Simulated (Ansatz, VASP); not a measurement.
# MgO2 in VASP and in Ansatz

```
Mg O
1.0
     1.60476    0.92651    3.38916
    -1.60476    0.92651    3.38916
     0.00000   -1.85302    3.38916
Mg O
1 2
Direct
  0.00000 0.00000 0.00000
  0.42879 0.42879 0.42879
  0.57121 0.57121 0.57121
```

Change from the starting cell: strain +0.000 along x and y, -0.030 along z, atoms carried along.

Alike in both runs: task single point; functional r2SCAN; k mesh 12 × 12 × 12; occupations gaussian, width 0.05 eV; no spin polarisation.

|  | VASP | Ansatz |
| --- | --- | --- |
| version | VASP 6.6.1 | Ansatz 0.2.0 |
| potentials or method | VASP PAW PBE potentials, release 64 (Mg, O), cutoff 520 eV | scalar-relativistic, plane waves, PAW |
| valence electrons in the cell | 14 | 22 |

|  | VASP | Ansatz | Ansatz less VASP |
| --- | --- | --- | --- |
| gap on the k mesh at the Fermi level (eV) | 3.59 | 3.62 | +0.035 |
| least direct gap on the mesh (eV) | 3.59 | 3.62 | +0.035 |
| pressure (GPa) | 0.3 | 0.5 | +0.23 |
| traceless stress, the component that is largest in VASP (GPa) | 11.47 | 9.64 | -1.835 |
| rms of the force components (eV/Å) | 0.491 | 0.338 | -0.1531 |

VASP's potentials were made for PBE, not for r2SCAN. Atom by atom the forces differ by 0.153 eV/Å (rms over components). VASP's potentials hold 14 valence electrons a cell and Ansatz's 22, so a difference there can come from the potentials and not from the codes.
